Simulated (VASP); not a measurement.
A run of VASP 6.6.1 is set up as follows.

INCAR

```
PREC = Accurate ; ENCUT = 520
EDIFF = 1E-7 ; ISMEAR = -1
SIGMA = 0.0901 ; LREAL = F
LASPH = T ; NELM = 60
ALGO = Normal ; ISIF = 2
LWAVE = F ; LCHARG = T
GGA = PE ; IVDW = 12
LELF = T ; LVHAR = T
NBANDS = 40
```

The input KPOINTS:

```
Automatic mesh
0
Gamma
  3 3 5
```

File POSCAR:

```
Sr2B3
1.0
    6.7575650000      0.0000000000      0.0000000000
    0.0000000000      6.7575650000      0.0000000000
    0.0000000000      0.0000000000      3.9437300000
B Sr
6 4
Direct
    0.3714000000      0.8714000000      0.5000000000
    0.1286000000      0.3714000000      0.5000000000
    0.6286000000      0.1286000000      0.5000000000
    0.8714000000      0.6286000000      0.5000000000
    0.0000000000      0.0000000000      0.5000000000
    0.5000000000      0.5000000000      0.5000000000
    0.1734000000      0.6734000000      0.0000000000
    0.3266000000      0.1734000000      0.0000000000
    0.8266000000      0.3266000000      0.0000000000
    0.6734000000      0.8266000000      0.0000000000
```

Potentials or basis: VASP PAW PBE potentials, release 64 (B, Sr_sv).

Launch:

```sh
$ cat potpaw_PBE.64/B/POTCAR potpaw_PBE.64/Sr_sv/POTCAR > POTCAR
$ mpirun -np 1 vasp_std > vasp.out
```

Problem. What does it give for the largest force?

Solution. 1.127 eV/Å.

Problem. Predict the pressure.

Solution. -1.3 GPa.

Problem. Estimate the band gap on the k mesh.

Solution. Zero (bands 29 and 30 overlap by 1.16 eV).

Problem. Predict the dispersion energy per atom.

Solution. -0.235 eV.

Forces on the atoms (eV/Å):
```
B    0.797  0.797  0.000
B   -0.797  0.797  0.000
B   -0.797 -0.797  0.000
B    0.797 -0.797  0.000
B    0.000  0.000  0.000
B    0.000  0.000  0.000
Sr   0.221  0.221  0.000
Sr  -0.221  0.221  0.000
Sr  -0.221 -0.221  0.000
Sr   0.221 -0.221  0.000
```

Caveat: three body term missing; forces of over 1 eV/Å act on the atoms, so gaps and moduli don't describe the material at rest.
